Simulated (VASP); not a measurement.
Write the native input for VASP 6.6.1 that does the following.

```
Task                   : single point
Functional             : PBEsol
Potentials or basis    : VASP PAW PBE potentials, release 64 (Ge_d)
Cutoff                 : 500 eV
k mesh                 : 7 × 7 × 4
Occupations            : methfessel-paxton, width 0.1 eV
Spin                   : no spin polarisation
Dipole correction      : no
Further INCAR settings : ALGO = Normal; EDIFF = 1e-06; NBANDS = 36
```

The structure of Ge lies in POSCAR:

```
Ge
1.0
    3.9975860000      0.0000000000      0.0000000000
   -1.9987930000      3.4620110298      0.0000000000
    0.0000000000      0.0000000000      6.5993780000
Ge
4
Direct
    0.6666666667      0.3333333333      0.0629010000
    0.3333333333      0.6666666667      0.5629010000
    0.3333333333      0.6666666667      0.9370990000
    0.6666666667      0.3333333333      0.4370990000
```

This isn't the form of Ge at room conditions, which is diamond.

These files were run (other wordings do the same):

INCAR

```
ALGO = Normal
EDIFF = 1E-6
ENCUT = 500
GGA = PS
GGA_COMPAT = F
ISIF = 2
ISMEAR = 1
LASPH = T
LCHARG = T
LELF = T
LREAL = F
LVHAR = T
LWAVE = F
NBANDS = 36
NELM = 120
PREC = Accurate
SIGMA = 0.1
```

KPOINTS

```
k-points
0
Gamma
  7 7 4
```

Potentials or basis: VASP PAW PBE potentials, release 64 (Ge_d).

Command:

```bash
$ cat potpaw_PBE.64/Ge_d/POTCAR > POTCAR
$ mpirun -np 1 vasp_std > vasp.out
```

Results of the run:

```
Pressure               : -0.1 GPa
Largest force          : 0.009 eV/Å
Band gap on the k mesh : 0.10 eV (least direct gap 0.16 eV)
```

Caveat: semilocal functionals underestimate gaps, and a narrow one can read as zero; the PAW data sets were made with another functional, which shifts forces and pressure a little.

Wall time 47 s on 1 thread of Intel(R) Xeon(R) Platinum 8375C CPU @ 2.90GHz (Ice Lake) (shared host), peak memory 0.22 GiB.
